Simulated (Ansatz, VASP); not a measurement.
## TePb in VASP and in Ansatz

File INCAR:

```
PREC     = Accurate       # precision mode
ENCUT    = 520            # plane-wave cutoff, eV
EDIFF    = 1E-7           # SCF threshold, eV
ISMEAR   = 0              # smearing method
SIGMA    = 0.1            # smearing width, eV
LREAL    = False          # projectors in reciprocal space
LASPH    = True           # aspherical terms in the spheres
NELM     = 60             # most SCF steps
ALGO     = Normal         # electronic algorithm
ISIF     = 2              # what is computed and relaxed
LWAVE    = False          # write WAVECAR
LCHARG   = False          # write CHGCAR
GGA      = PS             # functional
NBANDS   = 17             # bands
```

Contents of KPOINTS:

```
Automatic mesh
0
Gamma
  10 10 10
```

POSCAR

```
TePb
1.0
    4.0022870000      0.0000000000      0.0000000000
    0.0000000000      4.0022870000      0.0000000000
    0.0000000000      0.0000000000      4.0022870000
Te Pb
1 1
Direct
    0.5092697000      0.4959997871      0.5049521686
    0.0000000000      0.0000000000      0.0000000000
```

Input for Ansatz:

```yaml
crystal:
  lattice:
    - [4.002287, 0.0, 0.0]
    - [0.0, 4.002287, 0.0]
    - [0.0, 0.0, 4.002287]
  atoms:
    - { symbol: Te, position: [0.5092697, 0.4959997871, 0.5049521686] }
    - { symbol: Pb, position: [0.0, 0.0, 0.0] }
basis:
  ecutwfc: 420
kpoints:
  mp_grid: { grid: [10, 10, 10] }
hamiltonian:
  xc: pbesol
scf:
  occupations: { method: gaussian, width: 0.1 }
output:
  forces: true
  stress: true
  eigenvalues: true
```

Change from the starting cell: one atom moved.

Alike in both runs: task single point; functional PBEsol; k mesh 10 × 10 × 10; occupations gaussian, width 0.1 eV; no spin polarisation.

```csv
,VASP,Ansatz
version,VASP 6.6.1,Ansatz 0.2.0
potentials or method,"VASP PAW PBE potentials, release 64 (Te, Pb_d), cutoff 520 eV","scalar-relativistic, plane waves, PAW"
valence electrons in the cell,20,30
```

```csv
,VASP,Ansatz,Ansatz less VASP
gap on the k mesh at the Fermi level (eV),none,none,-
pressure (GPa),-2.9,-2.9,+0.02
rms of the force components (eV/Å),0.013,0.013,+0.0002
```

VASP's potentials were made for PBE, not for PBEsol. Atom by atom the forces differ by 0.000 eV/Å (rms over components). A gap of «none» marks a metal or a gap that the smearing closes. With one functional, cell and mesh, what is left measures potentials, basis and numerics. VASP's potentials hold 20 valence electrons a cell and Ansatz's 30, so a difference there can come from the potentials and not from the codes.

Spin-orbit coupling is off throughout.
